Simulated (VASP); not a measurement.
# Mg7Se (I422) in VASP: single point with PBE

Aim: the single point of Mg7Se with PBE.

Everything below comes from runs of VASP 6.6.1. Logs are shortened: lines on timing, memory, paths and dates and some standing lists are left out, and cuts for length are marked.

## 1. The cell of the first run

The typed cell holds 8 atoms: a = 6.252 Å, b = 6.252 Å, c = 6.252 Å, α = 104.21°, β = 104.21°, γ = 120.60°.

## 2. Single point, PBE

File INCAR:

```
  ALGO = Normal
  EDIFF = 1E-6
  ENCUT = 520
  GGA = PE
  ISIF = 2
  ISMEAR = 0
  LASPH = T
  LCHARG = F
  LREAL = F
  LWAVE = F
  NBANDS = 20
  NELM = 60
  PREC = Accurate
  SIGMA = 0.2
```

File KPOINTS:

```
k-points
0
Gamma
  4 4 4
```

File POSCAR:

```
Mg7Se
1.0
   -3.8400443183      3.8400443183      3.0974102817
    3.8400443183     -3.8400443183      3.0974102817
    3.8400443183      3.8400443183     -3.0974102817
Mg Se
7 1
Direct
    0.5001881071      0.0001881071      0.0003762143
    0.9998118929      0.4998118929      0.9996237857
    0.0001881071      0.9998118929      0.5000000000
    0.4998118929      0.5001881071      0.5000000000
    0.5000000000      0.0000000000      0.5000000000
    0.0000000000      0.5000000000      0.5000000000
    0.5000000000      0.5000000000      0.0000000000
    0.0000000000      0.0000000000      0.0000000000
```

Potentials or basis: VASP PAW PBE potentials, release 64 (Mg, Se).

On the command line:

```sh
> cat potpaw_PBE.64/Mg/POTCAR potpaw_PBE.64/Se/POTCAR > POTCAR
> mpirun -np 1 vasp_std > vasp.out
```

OUTCAR:

```text
EDIFF = 1E-6
   ENCUT = 520
   GGA = PE
   ISIF = 2
   ISMEAR = 0
   LASPH = T
   LREAL = F
   NELM = 60
   PREC = Accurate

 ion  position               nearest neighbor table
   1  0.500  0.000  0.000-   2 3.10   2 3.10   5 3.12   6 3.12   8 3.13   7 3.13   8 3.13   7 3.13
                             6 3.13   5 3.13
   2  1.000  0.500  1.000-   1 3.10   1 3.10   6 3.12   5 3.12   8 3.13   7 3.13   7 3.13   8 3.13
                             5 3.13   6 3.13
   3  0.000  1.000  0.500-   4 3.10   4 3.10   6 3.12   5 3.12   8 3.13   8 3.13   7 3.13   7 3.13
                             5 3.13   6 3.13
   4  0.500  0.500  0.500-   3 3.10   3 3.10   6 3.12   5 3.12   7 3.13   7 3.13   8 3.13   8 3.13
                             5 3.13   6 3.13
   5  0.500  0.000  0.500-   6 3.10   6 3.10   1 3.12   2 3.12   3 3.12   4 3.12   3 3.13   4 3.13
                             2 3.13   1 3.13
   6  0.000  0.500  0.500-   5 3.10   5 3.10   2 3.12   1 3.12   3 3.12   4 3.12   4 3.13   3 3.13
                             1 3.13   2 3.13
   7  0.500  0.500  0.000-   8 3.10   8 3.10   2 3.13   1 3.13   4 3.13   3 3.13   4 3.13   3 3.13
                             1 3.13   2 3.13
   8  0.000  0.000  0.000-   7 3.10   7 3.10   2 3.13   1 3.13   3 3.13   3 3.13   4 3.13   4 3.13
                             1 3.13   2 3.13

  LATTYP: Found a body centered tetragonal cell.
 ALAT       =     7.6800886366
 C/A-ratio  =     0.8066079516

  Lattice vectors:

 A1 = (  -3.8400443183,   3.8400443183,   3.0974102817)
 A2 = (   3.8400443183,  -3.8400443183,   3.0974102817)
 A3 = (   3.8400443183,   3.8400443183,  -3.0974102817)

Analysis of symmetry for initial positions (statically):
=====================================================================
 Subroutine PRICEL returns:
 Original cell was already a primitive cell.

 Routine SETGRP: Setting up the symmetry group for a
 body centered tetragonal supercell.

 Subroutine GETGRP returns: Found  8 space group operations
 (whereof  8 operations were pure point group operations)
 out of a pool of 16 trial point group operations.

The static configuration has the point symmetry D_4 .

Analysis of symmetry for dynamics (positions and initial velocities):
=====================================================================
 Subroutine PRICEL returns:
 Original cell was already a primitive cell.

 Routine SETGRP: Setting up the symmetry group for a
 body centered tetragonal supercell.

 Subroutine GETGRP returns: Found  8 space group operations
 (whereof  8 operations were pure point group operations)
 out of a pool of 16 trial point group operations.

The dynamic configuration has the point symmetry D_4 .

 Subroutine INISYM returns: Found  8 space group operations
 (whereof  8 operations are pure point group operations),
 and found     1 'primitive' translations

----------------------------------------------------------------------------------------

                                     Primitive cell

  volume of cell :     182.6969

  direct lattice vectors                    reciprocal lattice vectors
    -3.840044318  3.840044318  3.097410282     0.000000000  0.130206831  0.161425176
     3.840044318 -3.840044318  3.097410282     0.130206831  0.000000000  0.161425176
     3.840044318  3.840044318 -3.097410282     0.130206831  0.130206831  0.000000000

  length of vectors
     6.251866216  6.251866216  6.251866216     0.207393120  0.207393120  0.184140266

  position of ions in fractional coordinates (direct lattice)
     0.500188107  0.000188107  0.000376214
     0.999811893  0.499811893  0.999623786
     0.000188107  0.999811893  0.500000000
     0.499811893  0.500188107  0.500000000
     0.500000000  0.000000000  0.500000000
     0.000000000  0.500000000  0.500000000
     0.500000000  0.500000000  0.000000000
     0.000000000  0.000000000  0.000000000

  ion indices of the primitive-cell ions
   primitive index   ion index
                 1           1
                 2           2
                 3           3
                 4           4
                 5           5
                 6           6
                 7           7
                 8           8

----------------------------------------------------------------------------------------

 KPOINTS: k-points

Automatic generation of k-mesh.
 Grid dimensions read from file:
 generate k-points for:    4    4    4

 Generating k-lattice:

  Cartesian coordinates                     Fractional coordinates (reciprocal lattice)
     0.000000000  0.032551708  0.040356294     0.250000000  0.000000000 -0.000000000
     0.032551708  0.000000000  0.040356294     0.000000000  0.250000000 -0.000000000
     0.032551708  0.032551708  0.000000000     0.000000000  0.000000000  0.250000000

  Length of vectors
     0.051848280  0.051848280  0.046035066

  Shift w.r.t. Gamma in fractional coordinates (k-lattice)
     0.000000000  0.000000000  0.000000000

 Subroutine IBZKPT returns following result:
 ===========================================

 Found     13 irreducible k-points:

 Following reciprocal coordinates:
            Coordinates               Weight
  0.000000  0.000000  0.000000      1.000000
  0.250000  0.000000  0.000000      8.000000
  0.500000  0.000000  0.000000      4.000000
  0.250000  0.250000  0.000000      8.000000
  0.500000  0.250000  0.000000     16.000000
 -0.250000  0.250000  0.000000      4.000000
  0.500000  0.500000  0.000000      2.000000
  0.250000  0.250000  0.250000      2.000000
 -0.250000  0.250000  0.250000      4.000000
  0.500000  0.500000  0.250000      4.000000
 -0.250000  0.500000  0.250000      8.000000
 -0.250000 -0.250000  0.250000      2.000000
  0.500000  0.500000  0.500000      1.000000
   k-points           NKPTS =     13   k-points in BZ     NKDIM =     13   number of bands    NBANDS=     20
   number of dos      NEDOS =    301   number of ions     NIONS =      8
   total plane-waves  NPLWV = 110592
   dimension x,y,z NGX =    48 NGY =   48 NGZ =   48
   dimension x,y,z NGXF=    96 NGYF=   96 NGZF=   96
   ions per type =               7   1
   NGX,Y,Z   is equivalent  to a cutoff of  12.76, 12.76, 12.76 a.u.
   NGXF,Y,Z  is equivalent  to a cutoff of  25.53, 25.53, 25.53 a.u.
 SYSTEM =  unknown system
   PREC   = accura    normal or accurate (medium, high low for compatibility)
   ISTART =      0    job   : 0-new  1-cont  2-samecut
   ICHARG =      2    charge: 1-file 2-atom 10-const
   ISPIN  =      1    spin polarized calculation?
   LNONCOLLINEAR =      F non collinear calculations
   LSORBIT =      F    spin-orbit coupling
   LASPH  =      T    aspherical Exc in radial PAW
   ENCUT  =  520.0 eV  38.22 Ry    6.18 a.u.  11.62 11.62 11.62*2*pi/ulx,y,z
   NELM   =     60;   NELMIN=  2; NELMDL= -5     # of ELM steps
   EDIFF  = 0.1E-05   stopping-criterion for ELM
   LREAL  =      F    real-space projection
   EDIFFG = 0.1E-04   stopping-criterion for IOM
   NSW    =      0    number of steps for IOM
   IBRION =     -1    ionic relax: 0-MD 1-quasi-New 2-CG
   NFREE  =      0    steps in history (QN), initial steepest desc. (CG)
   ISIF   =      2    stress and relaxation
   ISYM   =      2    0-nonsym 1-usesym 2-fastsym
   POTIM  = 0.5000    time-step for ionic-motion
   TEBEG  =    0.0;   TEEND  =   0.0 temperature during run
   PSTRESS=    0.0 pullay stress
   NELECT =      20.0000    total number of electrons
   NUPDOWN=      -1.0000    fix difference up-down
   EMIN   =  10.00;   EMAX   =-10.00  energy-range for DOS
   EFERMI =   0.00;   METHOD = LEGACY
   ISMEAR =     0;   SIGMA  =   0.20  broadening in eV -4-tet -1-fermi 0-gaus
   EFERMI_NEDOS =   21; number of points for ismear=-14 and -15
   IALGO  =     38    algorithm
   IMIX   =      4    mixing-type and parameters
     AMIX     =   0.40;   BMIX     =  1.00
     AMIX_MAG =   1.60;   BMIX_MAG =  1.00
  volume/ion in A,a.u.               =      22.84       154.11
  Fermi-wavevector in a.u.,A,eV,Ry     =   0.783143  1.479926  8.344630  0.613313
  Thomas-Fermi vector in A             =   1.887011
   LORBIT       =      0    0 simple, 1 ext, 2 COOP (PROOUT), +10 PAW based schemes
   GGA     = PE    functional components
   LHFCALC =     F    Hartree Fock is set to
   AEXX    =    0.0000 exact exchange contribution
   IVDW    =     0    specifies the selected vdW correction
   LEPSILON=     F    determine dielectric tensor
   LRPA    =     F    only Hartree local field effects (RPA)
 non-spin polarized calculation
 Gauss-broadening in eV      SIGMA  =   0.20
  energy-cutoff  :      520.00
  volume of cell :      182.70
 maximum number of plane-waves:      4951
 NGX is ok and might be reduce to    48
   NGX = 23   NGY = 23   NGZ = 23

 number of electron      20.0000000 magnetization

 Free energy of the ion-electron system (eV)
  ---------------------------------------------------
  ext. energy  EPLUGINS =         0.00000000
  ---------------------------------------------------
  free energy    TOTEN  =       -14.75636635 eV

  energy without entropy =      -14.68654536  energy(sigma->0) =      -14.72145586

 E-fermi :   3.1647     XC(G=0):  -8.6623

 val. band max:        3.1284042400   @ k =   0.2500   0.2500   0.2500
 cond. band min:       3.1706530326   @ k =   0.2500   0.0000   0.0000
 fundamental gap:      0.0422487925
 Fermi energy:         3.1646788172

 k-point     1 :       0.0000    0.0000    0.0000
  band No.  band energies     occupation
      1     -10.1345      2.00000
      2      -2.9964      2.00000
      3      -0.9664      2.00000
      4      -0.9405      2.00000
      5      -0.9405      2.00000
      6       1.0754      2.00000
[... 12 lines left out ...]
     19       8.0367      0.00000
     20       8.0367      0.00000

 k-point     2 :       0.2500    0.0000    0.0000
  band No.  band energies     occupation
      1     -10.1120      2.00000
      2      -2.9944      2.00000
      3      -1.1927      2.00000
      4      -1.1809      2.00000
      5      -0.8457      2.00000
      6       0.4685      2.00000
[... 245 lines left out ...]
 k-point    13 :       0.5000    0.5000    0.5000
  band No.  band energies     occupation
      1     -10.0790      2.00000
      2      -2.2222      2.00000
      3      -2.2222      2.00000
      4      -1.5479      2.00000
      5      -1.4304      2.00000
      6      -0.5708      2.00000
[... 12 lines left out ...]
     19       7.8512      0.00000
     20       7.8916      0.00000

------------------------ aborting loop because EDIFF is reached ----------------------------------------

  FORCE on cell =-STRESS in cart. coord.  units (eV):
  Direction    XX          YY          ZZ          XY          YZ          ZX
  --------------------------------------------------------------------------------------
  -------------------------------------------------------------------------------------
  Total       -0.1336172     -0.1336172      0.0092518      0.0000000      0.0000000      0.0000000
  in kB       -1.1717684     -1.1717684      0.0811347      0.0000000      0.0000000      0.0000000
  external PRESSURE =      -0.7541341 kB  Pullay stress =       0.0000000 kB

 VOLUME and BASIS-vectors are now :
 -----------------------------------------------------------------------------
  energy-cutoff  :      520.00
  volume of cell :      182.70
      direct lattice vectors                 reciprocal lattice vectors
    -3.840044318  3.840044318  3.097410282     0.000000000  0.130206831  0.161425176
     3.840044318 -3.840044318  3.097410282     0.130206831  0.000000000  0.161425176
     3.840044318  3.840044318 -3.097410282     0.130206831  0.130206831  0.000000000

 POSITION                                       TOTAL-FORCE (eV/Angst)
 -----------------------------------------------------------------------------------
     -1.91858      1.92147      1.54871        -0.003815     -0.003815      0.000000
      1.91858      5.75862      1.54871         0.003815      0.003815     -0.000000
      5.75862     -1.91858      1.54871         0.003815     -0.003815      0.000000
      1.92147      1.91858      1.54871        -0.003815      0.003815     -0.000000
      0.00000      3.84004      0.00000         0.000000      0.000000      0.000000
      3.84004      0.00000      0.00000         0.000000     -0.000000      0.000000
      0.00000      0.00000      3.09741         0.000000     -0.000000      0.000000
      0.00000      0.00000      0.00000         0.000000     -0.000000      0.000000
 -----------------------------------------------------------------------------------
    total drift:                                0.000000     -0.000000     -0.000000

  FREE ENERGIE OF THE ION-ELECTRON SYSTEM (eV)
  ---------------------------------------------------
  free  energy   TOTEN  =       -14.7563663524 eV

  energy  without entropy=      -14.6865453591  energy(sigma->0) =      -14.72145586
```

Run time: 42 s. Hardware: 1 thread of Intel Xeon 6975P-C (Granite Rapids), shared host; peak memory 0.32 GiB.

Results:

| Item | Value |
| --- | --- |
| Free energy | -14.7564 eV |
| Pressure | -0.1 GPa |
| Largest force | 0.005 eV/Å |
| Band gap on the k mesh | zero (band 10 reaches 3.34 eV, above the bottom of band 11 at 2.74 eV) |

Forces on the atoms (eV/Å):
```
Mg  -0.004 -0.004  0.000
Mg   0.004  0.004  0.000
Mg   0.004 -0.004  0.000
Mg  -0.004  0.004  0.000
Mg   0.000  0.000  0.000
Mg   0.000  0.000  0.000
Mg   0.000  0.000  0.000
Se   0.000  0.000  0.000
```

Stress tensor (GPa, compression positive):
```
-0.12  0.00  0.00
 0.00 -0.12  0.00
 0.00  0.00  0.01
```
